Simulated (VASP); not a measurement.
Mg:

```xyz
2
Lattice="3.2093 0.0000 0.0000 -1.6046 2.7793 0.0000 0.0000 0.0000 5.2103" Properties=species:S:1:pos:R:3 pbc="T T T"
Mg    0.0000    1.8529    1.3026
Mg    1.6047    0.9264    3.9077
```

* Program: VASP 6.6.1
* Task: relaxation of cell and atoms
* Functional: PBEsol
* Potentials or basis: VASP PAW PBE potentials, release 64 (Mg)
* Cutoff: 600 eV
* k mesh: 12 × 12 × 8
* Occupations: fermi-dirac, width 0.1 eV
* Spin: no spin polarisation

At the start: pressure -1.2 GPa; volume 23.24 Å³/atom.

How do energy, volume and symmetry change on relaxing?

Over 3 steps the energy falls by 3.1 meV/atom and the volume is 22.47 Å³/atom (-3.3 %); space group P6_3/mmc (No. 194, to 0.1 Å) before and after.

The path:
```csv
step,energy change (eV),largest force (eV/Å),pressure (GPa),volume (Å³)
1,0.0000,0.0000,-1.16,46.47
2,-0.0057,0.0000,-0.31,45.36
3,-0.0062,0.0000,0.04,44.93
```

Final structure:
```
Mg
1.0
     3.18034    0.00000    0.00000
    -1.59017    2.75426    0.00000
     0.00000    0.00000    5.12947
Mg
2
Direct
  0.33333 0.66667 0.25000
  0.66667 0.33333 0.75000
```

Caveat: the PAW data sets were made with another functional, which shifts forces and pressure a little.
